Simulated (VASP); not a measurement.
Runs of VASP 6.6.1 on Pt. The structure is that of space group Fm-3m (No. 225), or close to it. The cells are those of the table. 

```csv
cell,further INCAR settings,gap on the mesh (eV),pressure (GPa)
"a = 2.790, b = 2.769, c = 2.769 Å, angles 59.5, 59.8, 59.8°, 1 atom",ALGO = Fast; EDIFF = 1e-07; NBANDS = 11,none,0.3
"a = 2.686, b = 2.770, c = 2.770 Å, angles 62.0, 61.0, 61.0°, 1 atom",ALGO = Fast; EDIFF = 1e-06; NBANDS = 11,none,(b)
"a = 2.842, b = 2.769, c = 2.769 Å, angles 58.3, 59.1, 59.1°, 1 atom",ALGO = Fast; EDIFF = 1e-06; NBANDS = 11,none,1.0
"a = 2.779, b = 2.769, c = 2.769 Å, angles 59.8, 59.9, 59.9°, 1 atom",ALGO = Fast; EDIFF = 1e-06; NBANDS = 11,none,0.2
"a = 2.727, b = 2.769, c = 2.769 Å, angles 61.0, 60.5, 60.5°, 1 atom",ALGO = Fast; EDIFF = 1e-06; NBANDS = 11,none,(a)
"a = 2.821, b = 2.769, c = 2.769 Å, angles 58.8, 59.4, 59.4°, 1 atom",ALGO = Fast; EDIFF = 1e-06; NBANDS = 11,none,0.6
"a = 2.831, b = 2.769, c = 2.769 Å, angles 58.5, 59.3, 59.3°, 1 atom",ALGO = Fast; EDIFF = 1e-06; NBANDS = 11,none,0.8
"a = 2.800, b = 2.769, c = 2.769 Å, angles 59.3, 59.6, 59.6°, 1 atom",ALGO = Fast; EDIFF = 1e-06; NBANDS = 11,none,0.3
```

Alike in all rows: task single point; level PBEsol; potentials or basis VASP PAW PBE potentials, release 64 (Pt); no spin polarisation; k mesh 20 × 20 × 20; cutoff (eV) 520; smearing gaussian 0.15 eV.

Estimate the missing entries.

(a) 0.4; (b) 1.2.

Caveats: the PAW data sets were made with another functional, which shifts forces and pressure a little; spin-orbit coupling is left out, which moves the levels of the heavy elements.

A k mesh can miss the band edges, and the runs leave out spin-orbit coupling on Pt.

A gap of «none» marks levels without a gap at the run's occupations.
